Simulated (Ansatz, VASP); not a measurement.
# One calculation of ZnS, two programs

INCAR

```
  PREC = Accurate
  ENCUT = 520
  EDIFF = 1E-8
  ISMEAR = -1
  SIGMA = 0.01
  LREAL = F
  LASPH = T
  NELM = 80
  ALGO = Normal
  ISIF = 2
  LWAVE = F
  LCHARG = F
  GGA = PE
  LEFG = T
  NBANDS = 16
```

The input KPOINTS:

```
regular mesh
0
Gamma
  8 8 8
```

The input POSCAR:

```
ZnS
1.0
    0.0540930000      2.7316965000      2.7316965000
    2.7316965000      0.0540930000      2.7316965000
    2.7316965000      2.7316965000      0.0540930000
Zn S
1 1
Direct
    0.0000000000      0.0000000000      0.0000000000
    0.7500000000      0.7500000000      0.7500000000
```

Input for Ansatz:

```yaml
crystal:
  lattice:
    - [0.054093, 2.7316965, 2.7316965]
    - [2.7316965, 0.054093, 2.7316965]
    - [2.7316965, 2.7316965, 0.054093]
  atoms:
    - { symbol: Zn, position: [0.0, 0.0, 0.0] }
    - { symbol: S, position: [0.75, 0.75, 0.75] }
kpoints:
  mp_grid: { grid: [8, 8, 8] }
scf:
  occupations: { method: fermi_dirac, width: 0.01 }
hamiltonian:
  xc: pbe
  pseudopotentials: { kind: paw }
output:
  forces: true
  stress: true
  eigenvalues: true
  efg: { contact_densities: true }
```

Change from the starting cell: equal xy, yz and zx shear strains of +2 %, PAW files.

Alike in both runs: task electric field gradients; functional PBE; k mesh 8 × 8 × 8; occupations fermi-dirac, width 0.01 eV; no spin polarisation.

|  | VASP | Ansatz |
| --- | --- | --- |
| version | VASP 6.6.1 | Ansatz 0.2.0 |
| potentials or method | VASP PAW PBE potentials, release 64 (Zn, S) | PAW with Ansatz's default frozen-core files, scalar-relativistic |
| plane-wave cutoff (eV) | 520 | 420 |
| valence electrons in the cell | 18 | 18 |

Ansatz gave:

```
gap on the k mesh at the Fermi level (eV)                     : 2.05
pressure (GPa)                                                : 1.5
traceless stress, the component that is largest in VASP (GPa) : -1.31
rms of the force components (eV/Å)                            : 0.098
size of Vzz on the site where it differs most (V/Å²)          : 11.6
```

Task: Estimate VASP's values.

Result: gap on the k mesh at the Fermi level (eV): 2.05; pressure (GPa): 1.7; traceless stress, the component that is largest in VASP (GPa): -1.32; rms of the force components (eV/Å): 0.099; size of Vzz on the site where it differs most (V/Å²): 12.4.

Atom by atom the forces differ by 0.002 eV/Å (rms over components). With one functional, cell and mesh, what is left measures potentials, basis and numerics.
